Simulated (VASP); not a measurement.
Hf7N:

```
Hf N
1.0
     4.22500    2.43930    2.53333
    -4.22500    2.43930    2.53333
     0.00000   -4.87861    2.53333
Hf N
7 1
Direct
  0.21430 0.35710 0.92860
  0.92860 0.21430 0.35710
  0.64290 0.07140 0.78570
  0.07140 0.78570 0.64290
  0.78570 0.64290 0.07140
  0.35710 0.92860 0.21430
  0.50000 0.50000 0.50000
  0.00000 0.00000 0.00000
```

```yaml
Program: VASP 6.6.1
Task: relaxation of cell and atoms
Functional: PBE
Potentials_or_basis: VASP PAW PBE potentials, release 64 (Hf_pv, N)
Cutoff: 600 eV
k_mesh: 3 × 3 × 3
Occupations: gaussian, width 0.2 eV
Spin: no spin polarisation
```

At the start: pressure 3.1 GPa; volume 19.58 Å³/atom.

Task: Where does the relaxation end?

Result: Over 9 steps the energy falls by 20.4 meV/atom and the volume is 20.14 Å³/atom (+2.8 %); space group R-3 (No. 148, to 0.1 Å) before and after.

The path:
| step | energy change (eV) | largest force (eV/Å) | pressure (GPa) | volume (Å³) |
| --- | --- | --- | --- | --- |
| 1 | 0.0000 | 0.3392 | 3.09 | 156.65 |
| 2 | -0.0708 | 0.3691 | -3.68 | 165.32 |
| 3 | -0.1003 | 0.3559 | -1.44 | 162.21 |
| 4 | -0.1444 | 0.1715 | 0.12 | 160.64 |
| 5 | -0.1444 | 0.1676 | 0.17 | 160.58 |
| 6 | -0.1546 | 0.1176 | 0.09 | 160.82 |
| 7 | -0.1605 | 0.1098 | -0.07 | 161.27 |
| 8 | -0.1606 | 0.1033 | -0.05 | 161.21 |
| 9 | -0.1634 | 0.0297 | -0.08 | 161.11 |

Final structure:
```yaml
crystal:
  lattice:
    - [4.21627, 2.43427, 2.61618]
    - [-4.21627, 2.43427, 2.61618]
    - [0.00000, -4.86853, 2.61618]
  atoms:
    - { symbol: Hf, position: [0.21895, 0.34824, 0.92591] }
    - { symbol: Hf, position: [0.92591, 0.21895, 0.34824] }
    - { symbol: Hf, position: [0.65176, 0.07408, 0.78105] }
    - { symbol: Hf, position: [0.07409, 0.78105, 0.65176] }
    - { symbol: Hf, position: [0.78105, 0.65176, 0.07409] }
    - { symbol: Hf, position: [0.34824, 0.92592, 0.21895] }
    - { symbol: Hf, position: [0.50000, 0.50000, 0.50000] }
    - { symbol: N, position: [0.00000, 0.00000, 0.00000] }
```

Caveat: the k points lie up to 0.39 Å⁻¹ apart in the final cell, too coarse for converged energies and pressures of a metal.
